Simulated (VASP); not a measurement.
A run of VASP 6.6.1:

POSCAR

```
HfN
1.0
    3.1443010835      0.0000000000      0.0000000000
   -1.5721505418      2.7230446154      0.0000000000
    0.0000000000      0.0000000000      5.4252449671
Hf N
2 2
Direct
    0.6666666667      0.3333333333      0.7500000000
    0.3333333333      0.6666666667      0.2500000000
    0.0000000000      0.0000000000      0.0000000000
    0.0000000000      0.0000000000      0.5000000000
```

File INCAR.step1:

```
SYSTEM = HfN
PREC     = Accurate       ! precision mode
ENCUT    = 520            ! plane-wave cutoff, eV
ISMEAR   = 0              ! smearing method
SIGMA    = 0.1            ! smearing width, eV
LREAL    = .FALSE.        ! projectors in reciprocal space
LASPH    = .TRUE.         ! aspherical terms in the spheres
NELM     = 60             ! most SCF steps
NBANDS   = 23             ! bands
GGA      = PE             ! functional
ALGO     = Normal         ! electronic algorithm
EDIFF    = 1E-4           ! SCF threshold, eV
LWAVE    = .TRUE.         ! write WAVECAR
LCHARG   = .FALSE.        ! write CHGCAR
```

The input INCAR.step2:

```
SYSTEM = HfN
PREC     = Accurate       ! precision mode
ENCUT    = 520            ! plane-wave cutoff, eV
EDIFF    = 1E-6           ! SCF threshold, eV
ISMEAR   = 0              ! smearing method
SIGMA    = 0.1            ! smearing width, eV
LREAL    = .FALSE.        ! projectors in reciprocal space
LASPH    = .TRUE.         ! aspherical terms in the spheres
NELM     = 60             ! most SCF steps
ALGO     = Normal         ! electronic algorithm
ISIF     = 2              ! what is computed and relaxed
LWAVE    = .FALSE.        ! write WAVECAR
LCHARG   = .TRUE.         ! write CHGCAR
METAGGA  = R2SCAN         ! meta-GGA
LMIXTAU  = .TRUE.       
LELF     = .TRUE.         ! ELF
LVHAR    = .TRUE.       
NBANDS   = 23             ! bands
ISTART   = 1
```

The input KPOINTS:

```
regular mesh
0
G
  18 18 8
  0 0 0
```

Potentials or basis: VASP PAW PBE potentials, release 64 (Hf_pv, N).

The run is started by

```console
$ cat potpaw_PBE.64/Hf_pv/POTCAR potpaw_PBE.64/N/POTCAR > POTCAR
$ cp INCAR.step1 INCAR
$ mpirun -np 1 vasp_std > vasp.out
$ cp INCAR.step2 INCAR
$ mpirun -np 1 vasp_std > vasp.out
```

Hardware: 1 thread of Intel Xeon 8259CL, with other jobs on the host.

Task: Estimate the wall time of this run.

Result: It took 12 min on 1 thread of Intel Xeon 8259CL (shared host), peak memory 0.3 GiB. Counts: k points 185.
